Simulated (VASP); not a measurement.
A run of VASP 6.6.1 is set up as follows.

Contents of INCAR:

```
ALGO     = Normal         # electronic algorithm
EDIFF    = 1E-6           # SCF threshold, eV
ENCUT    = 500            # plane-wave cutoff, eV
GGA      = PE             # functional
GGA_COMPAT= F            
ISIF     = 2              # what is computed and relaxed
ISMEAR   = 0              # smearing method
LASPH    = T              # aspherical terms in the spheres
LCHARG   = F              # write CHGCAR
LREAL    = F              # projectors in reciprocal space
LWAVE    = F              # write WAVECAR
NBANDS   = 18             # bands
NELM     = 120            # most SCF steps
PREC     = Accurate       # precision mode
SIGMA    = 0.01           # smearing width, eV
```

File KPOINTS:

```
k-points
0
Gamma
  6 6 2
```

The input POSCAR:

```
HfS2
1.0
    3.5213870797      0.0000000000      0.0000000000
   -1.7606935398      3.0496106676      0.0000000000
    0.0000000000      0.0000000000      5.9501995588
Hf S
1 2
Direct
    0.0000000000      0.0000000000      0.0000000000
    0.3333333333      0.6666666667      0.2496609635
    0.6666666667      0.3333333333      0.7503390365
```

Potentials or basis: VASP PAW PBE potentials, release 64 (Hf_pv, S).

The run is started by

```console
$ cat potpaw_PBE.64/Hf_pv/POTCAR potpaw_PBE.64/S/POTCAR > POTCAR
$ mpirun -np 1 vasp_std > vasp.out
```

Task: Predict the pressure.

Result: 5.6 GPa.

Task: Predict the largest force.

Result: 0.064 eV/Å.

Task: Predict the band gap on the k mesh.

Result: 0.72 eV (least direct gap 1.71 eV).

Forces in eV/Å, atoms in the order of the input:
```
Hf   0.000  0.000  0.000
S    0.000  0.000  0.064
S    0.000  0.000 -0.064
```

Caveat: the k points lie up to 0.53 Å⁻¹ apart; the cell differs from its parent crystal (epitaxial xy strain -3.0%); spin-orbit coupling is left out, which moves the levels of the heavy elements; this functional lacks dispersion, which binds the layers, so the pressure and a relaxed spacing across them are unreliable. A k mesh can miss the band edges.
